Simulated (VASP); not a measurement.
# Al4NiPd3 (Im-3m) in VASP: a series of runs, part 2 of 2

VASP 6.6.1. Earlier steps stand in the parts before.

### 3 Relaxation of cell and atoms, PBE

This run uses another cell than the first one, of 14.05 Å³/atom, 1.003 times its volume.

Input file INCAR:

```
PREC = Accurate ; ENCUT = 600
EDIFF = 1E-6 ; ISMEAR = 0
SIGMA = 0.1 ; LREAL = F
LASPH = T ; NELM = 100
ALGO = Fast ; ISIF = 3
LWAVE = F ; LCHARG = F
GGA = PE ; IBRION = 2
NSW = 100 ; EDIFFG = -0.01
```

Input file KPOINTS:

```
Automatic mesh
0
Gamma
  10 10 10
```

Input file POSCAR:

```
Al4NiPd3
1.0
   -3.0404899742      3.0404899742      3.0404899742
    3.0404899742     -3.0404899742      3.0404899742
    3.0404899742      3.0404899742     -3.0404899742
Al Ni Pd
4 1 3
Direct
    0.5000000000      0.5000000000      0.5000000000
    0.0000000000      0.5000000000      0.0000000000
    0.5000000000      0.0000000000      0.0000000000
    0.0000000000      0.0000000000      0.5000000000
    0.0000000000      0.0000000000      0.0000000000
    0.5000000000      0.0000000000      0.5000000000
    0.0000000000      0.5000000000      0.5000000000
    0.5000000000      0.5000000000      0.0000000000
```

Potentials or basis: VASP PAW PBE potentials, release 64 (Al, Ni, Pd).

On the command line:

```sh
$ cat potpaw_PBE.64/Al/POTCAR potpaw_PBE.64/Ni/POTCAR potpaw_PBE.64/Pd/POTCAR > POTCAR
$ mpirun -np 1 vasp_std > vasp.out
```

OUTCAR:

```text
PREC = Accurate
   ENCUT = 600
   EDIFF = 1E-6
   ISMEAR = 0
   LREAL = F
   LASPH = T
   NELM = 100
   ISIF = 3
   GGA = PE
   IBRION = 2
   NSW = 100
   EDIFFG = -0.01

 ion  position               nearest neighbor table
   1  0.500  0.500  0.500-   5 2.63   6 2.63   7 2.63   8 2.63   8 2.63   6 2.63   7 2.63   5 2.63
                             4 3.04   3 3.04   2 3.04   2 3.04   4 3.04   3 3.04
   2  0.000  0.500  0.000-   5 2.63   6 2.63   7 2.63   8 2.63   7 2.63   5 2.63   8 2.63   6 2.63
                             4 3.04   4 3.04   1 3.04   1 3.04   3 3.04   3 3.04
   3  0.500  0.000  0.000-   5 2.63   6 2.63   7 2.63   8 2.63   6 2.63   8 2.63   5 2.63   7 2.63
                             4 3.04   1 3.04   1 3.04   4 3.04   2 3.04   2 3.04
   4  0.000  0.000  0.500-   5 2.63   6 2.63   7 2.63   8 2.63   5 2.63   7 2.63   6 2.63   8 2.63
                             3 3.04   2 3.04   1 3.04   3 3.04   1 3.04   2 3.04
   5  0.000  0.000  0.000-   1 2.63   2 2.63   3 2.63   4 2.63   4 2.63   2 2.63   3 2.63   1 2.63
                             7 3.04   7 3.04   8 3.04   6 3.04   8 3.04   6 3.04
   6  0.500  0.000  0.500-   1 2.63   2 2.63   3 2.63   4 2.63   3 2.63   1 2.63   4 2.63   2 2.63
                             7 3.04   8 3.04   8 3.04   5 3.04   7 3.04   5 3.04
   7  0.000  0.500  0.500-   1 2.63   2 2.63   3 2.63   4 2.63   2 2.63   4 2.63   1 2.63   3 2.63
                             6 3.04   5 3.04   8 3.04   8 3.04   6 3.04   5 3.04
   8  0.500  0.500  0.000-   1 2.63   2 2.63   3 2.63   4 2.63   1 2.63   3 2.63   2 2.63   4 2.63
                             6 3.04   6 3.04   7 3.04   7 3.04   5 3.04   5 3.04

  LATTYP: Found a body centered cubic cell.
 ALAT       =     6.0809799484

  Lattice vectors:

 A1 = (  -3.0404899742,   3.0404899742,   3.0404899742)
 A2 = (   3.0404899742,  -3.0404899742,   3.0404899742)
 A3 = (   3.0404899742,   3.0404899742,  -3.0404899742)

Analysis of symmetry for initial positions (statically):
=====================================================================
 Subroutine PRICEL returns:
 Original cell was already a primitive cell.

 Routine SETGRP: Setting up the symmetry group for a
 body centered cubic supercell.

 Subroutine GETGRP returns: Found 48 space group operations
 (whereof 48 operations were pure point group operations)
 out of a pool of 48 trial point group operations.

The static configuration has the point symmetry O_h .

Analysis of symmetry for dynamics (positions and initial velocities):
=====================================================================
 Subroutine PRICEL returns:
 Original cell was already a primitive cell.

 Routine SETGRP: Setting up the symmetry group for a
 body centered cubic supercell.

 Subroutine GETGRP returns: Found 48 space group operations
 (whereof 48 operations were pure point group operations)
 out of a pool of 48 trial point group operations.

The dynamic configuration has the point symmetry O_h .

 Subroutine INISYM returns: Found 48 space group operations
 (whereof 48 operations are pure point group operations),
 and found     1 'primitive' translations

----------------------------------------------------------------------------------------

                                     Primitive cell

  volume of cell :     112.4322

[... 83 lines left out ...]
   number of dos      NEDOS =    301   number of ions     NIONS =      8
   total plane-waves  NPLWV =  74088
   dimension x,y,z NGX =    42 NGY =   42 NGZ =   42
   dimension x,y,z NGXF=    84 NGYF=   84 NGZF=   84
   ions per type =               4   1   3
   NGX,Y,Z   is equivalent  to a cutoff of  13.26, 13.26, 13.26 a.u.
   NGXF,Y,Z  is equivalent  to a cutoff of  26.52, 26.52, 26.52 a.u.
 SYSTEM =  unknown system
   PREC   = accura    normal or accurate (medium, high low for compatibility)
   ISTART =      0    job   : 0-new  1-cont  2-samecut
   ICHARG =      2    charge: 1-file 2-atom 10-const
   ISPIN  =      1    spin polarized calculation?
   LNONCOLLINEAR =      F non collinear calculations
   LSORBIT =      F    spin-orbit coupling
   LASPH  =      T    aspherical Exc in radial PAW
   ENCUT  =  600.0 eV  44.10 Ry    6.64 a.u.  10.52 10.52 10.52*2*pi/ulx,y,z
   NELM   =    100;   NELMIN=  2; NELMDL= -5     # of ELM steps
   EDIFF  = 0.1E-05   stopping-criterion for ELM
   LREAL  =      F    real-space projection
   EDIFFG = -.1E-01   stopping-criterion for IOM
   NSW    =    100    number of steps for IOM
   IBRION =      2    ionic relax: 0-MD 1-quasi-New 2-CG
   NFREE  =      1    steps in history (QN), initial steepest desc. (CG)
   ISIF   =      3    stress and relaxation
   ISYM   =      2    0-nonsym 1-usesym 2-fastsym
   POTIM  = 0.5000    time-step for ionic-motion
   TEBEG  =    0.0;   TEEND  =   0.0 temperature during run
   PSTRESS=    0.0 pullay stress
   NELECT =      52.0000    total number of electrons
   NUPDOWN=      -1.0000    fix difference up-down
   EMIN   =  10.00;   EMAX   =-10.00  energy-range for DOS
   EFERMI =   0.00;   METHOD = LEGACY
   ISMEAR =     0;   SIGMA  =   0.10  broadening in eV -4-tet -1-fermi 0-gaus
   EFERMI_NEDOS =   21; number of points for ismear=-14 and -15
   IALGO  =     68    algorithm
   IMIX   =      4    mixing-type and parameters
     AMIX     =   0.40;   BMIX     =  1.00
     AMIX_MAG =   1.60;   BMIX_MAG =  1.00
  volume/ion in A,a.u.               =      14.05        94.84
  Fermi-wavevector in a.u.,A,eV,Ry     =   1.266035  2.392459 21.808024  1.602845
  Thomas-Fermi vector in A             =   2.399257
   LORBIT       =      0    0 simple, 1 ext, 2 COOP (PROOUT), +10 PAW based schemes
   GGA     = PE    functional components
   LHFCALC =     F    Hartree Fock is set to
   AEXX    =    0.0000 exact exchange contribution
   IVDW    =     0    specifies the selected vdW correction
   LEPSILON=     F    determine dielectric tensor
   LRPA    =     F    only Hartree local field effects (RPA)
 conjugate gradient relaxation of ions
 non-spin polarized calculation
 RMM-DIIS sequential band-by-band and
 Gauss-broadening in eV      SIGMA  =   0.10
  energy-cutoff  :      600.00
  volume of cell :      112.43
 maximum number of plane-waves:      3781
   NGX = 21   NGY = 21   NGZ = 21

--------------------------------------- Ionic step        1  -------------------------------------------

 number of electron      52.0000000 magnetization

 Free energy of the ion-electron system (eV)
  ---------------------------------------------------
  ext. energy  EPLUGINS =         0.00000000
  ---------------------------------------------------
  free energy    TOTEN  =       -42.39642201 eV

  energy without entropy =      -42.38300330  energy(sigma->0) =      -42.38971266

------------------------ aborting loop because EDIFF is reached ----------------------------------------

  FORCE on cell =-STRESS in cart. coord.  units (eV):
  Direction    XX          YY          ZZ          XY          YZ          ZX
  --------------------------------------------------------------------------------------
  -------------------------------------------------------------------------------------
  Total       -0.3269964     -0.3269964     -0.3269964      0.0000000     -0.0000000      0.0000000
  in kB       -4.6597519     -4.6597519     -4.6597519      0.0000000     -0.0000000      0.0000000
  external PRESSURE =      -4.6597519 kB  Pullay stress =       0.0000000 kB
[... 71 lines left out ...]
--------------------------------------- Ionic step        3  -------------------------------------------

 number of electron      52.0000003 magnetization

 Free energy of the ion-electron system (eV)
  ---------------------------------------------------
  ext. energy  EPLUGINS =         0.00000000
  ---------------------------------------------------
  free energy    TOTEN  =       -42.39699552 eV

  energy without entropy =      -42.38358086  energy(sigma->0) =      -42.39028819

 E-fermi :  10.1097     XC(G=0): -11.9400

 val. band max:       10.0981129066   @ k =   0.2000   0.1000   0.1000
 cond. band min:      10.1455475572   @ k =   0.5000   0.5000   0.2000
 fundamental gap:      0.0474346505
 Fermi energy:        10.1096517851

 k-point     1 :       0.0000    0.0000    0.0000
  band No.  band energies     occupation
      1      -0.4011      2.00000
      2       3.3764      2.00000
      3       3.3764      2.00000
      4       3.3764      2.00000
      5       5.0376      2.00000
      6       5.0376      2.00000
[... 805 lines left out ...]
     30      12.9478      0.00000
     31      12.9925      0.00000

 [... further k-points ...]

------------------------ aborting loop because EDIFF is reached ----------------------------------------

  FORCE on cell =-STRESS in cart. coord.  units (eV):
  Direction    XX          YY          ZZ          XY          YZ          ZX
  --------------------------------------------------------------------------------------
  -------------------------------------------------------------------------------------
  Total        0.0040342      0.0040342      0.0040342      0.0000000      0.0000000     -0.0000000
  in kB        0.0576787      0.0576787      0.0576787      0.0000000      0.0000000     -0.0000000
  external PRESSURE =       0.0576787 kB  Pullay stress =       0.0000000 kB
[... 23 lines left out ...]
  FREE ENERGIE OF THE ION-ELECTRON SYSTEM (eV)
  ---------------------------------------------------
  free  energy   TOTEN  =       -42.3969955249 eV

  energy  without entropy=      -42.3835808616  energy(sigma->0) =      -42.39028819

 reached required accuracy - stopping structural energy minimisation
```

Run time: 9.2 min. Hardware: 1 thread of Intel Xeon 6975P-C, shared host; peak memory 0.41 GiB.

Results:

* Free energy: -42.3970 eV
* Relaxed volume: 14.01 Å³/atom
* Relaxed cell: a = 5.260 Å, b = 5.260 Å, c = 5.260 Å, α = 109.47°, β = 109.47°, γ = 109.47°
* Space group after relaxing (to 0.05 Å): Im-3m (No. 229)
* Energy gained by relaxing: 0.1 meV/atom
* Ionic steps: 3
* Pressure after relaxing: 0.0 GPa
* Band gap on the k mesh: zero (band 26 reaches 11.84 eV, above the bottom of band 27 at 8.89 eV)

Step by step:
```tsv
step	energy change (eV)	largest force (eV/Å)	pressure (GPa)	volume (Å³)
1	0.0000	0.0000	-0.47	112.43
2	-0.0002	0.0000	0.40	111.77
3	-0.0006	0.0000	0.01	112.06
```

Final structure:
```cif
data_structure
_symmetry_space_group_name_H-M 'P 1'
_symmetry_Int_Tables_number 1
_cell_length_a 5.2605
_cell_length_b 5.2605
_cell_length_c 5.2605
_cell_angle_alpha 109.471
_cell_angle_beta 109.471
_cell_angle_gamma 109.471
_cell_volume 112.06
loop_
_atom_site_label
_atom_site_type_symbol
_atom_site_fract_x
_atom_site_fract_y
_atom_site_fract_z
_atom_site_occupancy
Al1 Al 0.50000 0.50000 0.50000 1
Al2 Al 0.00000 0.50000 0.00000 1
Al3 Al 0.50000 0.00000 0.00000 1
Al4 Al 0.00000 0.00000 0.50000 1
Ni1 Ni 0.00000 0.00000 0.00000 1
Pd1 Pd 0.50000 0.00000 0.50000 1
Pd2 Pd 0.00000 0.50000 0.50000 1
Pd3 Pd 0.50000 0.50000 0.00000 1
```

Levels at points of the mesh, in eV from the Fermi level:
```tsv
k point	band 22	band 23	band 24	band 25	band 26	band 27	band 28	band 29	band 30	band 31
(0.00, 0.00, 0.00)	-1.87	-1.74	-1.74	-1.74	-1.22	-1.22	1.72	2.03	2.03	2.49
(0.50, 0.00, 0.00)	-1.93	-1.67	-1.15	-0.80	-0.61	0.99	1.15	2.31	2.82	4.69
(0.50, 0.50, 0.50)	-1.55	-1.55	-1.07	-0.71	-0.71	1.60	2.32	2.32	2.32	4.81
```
